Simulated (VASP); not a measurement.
GdN, 2 atoms in the cell. The structure is cubic, space group Fm-3m (No. 225). Conventional cell: a = 4.999 Å, b = 4.999 Å, c = 4.999 Å, α = 90.00°, β = 90.00°, γ = 90.00°. Gd (site symmetry m-3m) has 6 N at 2.50 Å within 3.3 Å. N (site symmetry m-3m) has 6 Gd at 2.50 Å within 3.3 Å. 

* Program: VASP 6.6.1
* Task: single point
* Functional: r2SCAN
* Potentials or basis: VASP PAW PBE potentials, release 64 (Gd, N)
* Cutoff: 520 eV
* k mesh: 7 × 7 × 7
* Occupations: gaussian, width 0.05 eV
* Spin: collinear spin, ferromagnetic start
* Starting moments: [7.0, 0.0] μB
* Hubbard terms: Gd f U = 3.0 eV
* Dipole correction: no
* Further INCAR settings: ALGO = Normal; EDIFF = 1e-07; NBANDS = 22

Potentials or basis: VASP PAW PBE potentials, release 64 (Gd, N).

Command:

```bash
$ cat potpaw_PBE.64/Gd/POTCAR potpaw_PBE.64/N/POTCAR > POTCAR
$ cp INCAR.step1 INCAR
$ mpirun -np 1 vasp_std > vasp.out
$ cp INCAR.step2 INCAR
$ mpirun -np 1 vasp_std > vasp.out
```

Hardware: 1 thread of AMD EPYC 9R45 96-Core Processor (Zen 5) (shared host).

Question: How long does it take, and how much memory?

Answer: Run time: 2.2 min on 1 thread of AMD EPYC 9R45 96-Core Processor (Zen 5) (shared host), peak memory 0.17 GiB. Counts: k points 20.
